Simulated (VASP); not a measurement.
ZnS:

```
Zn S
1.0
     3.78140    0.00000    0.00000
    -1.89070    3.27479    0.00000
     0.00000    0.00000    6.20744
Zn S
2 2
Direct
  0.33333 0.66667 0.50244
  0.66667 0.33333 0.00244
  0.66667 0.33333 0.37657
  0.33333 0.66667 0.87657
```

Base run:

```yaml
Program: VASP 6.6.1
Functional: PBEsol
Potentials_or_basis: VASP PAW PBE potentials, release 64 (Zn, S)
Cutoff: 500 eV
k_mesh: 9 × 9 × 6
Occupations: gaussian, width 0.02 eV
Spin: no spin polarisation
```

Its results: band gap on the k mesh 2.16 eV; pressure 0.2 GPa.

Task: The run is repeated on the same cell with these changes: functional from PBEsol to r2SCAN; cutoff from 500 eV to 550 eV. What comes out?

Result: Band gap on the k mesh 2.88 eV; pressure 1.6 GPa.

Caveats: the PAW data sets were made with another functional, which shifts forces and pressure a little.

A k mesh can miss the band edges.
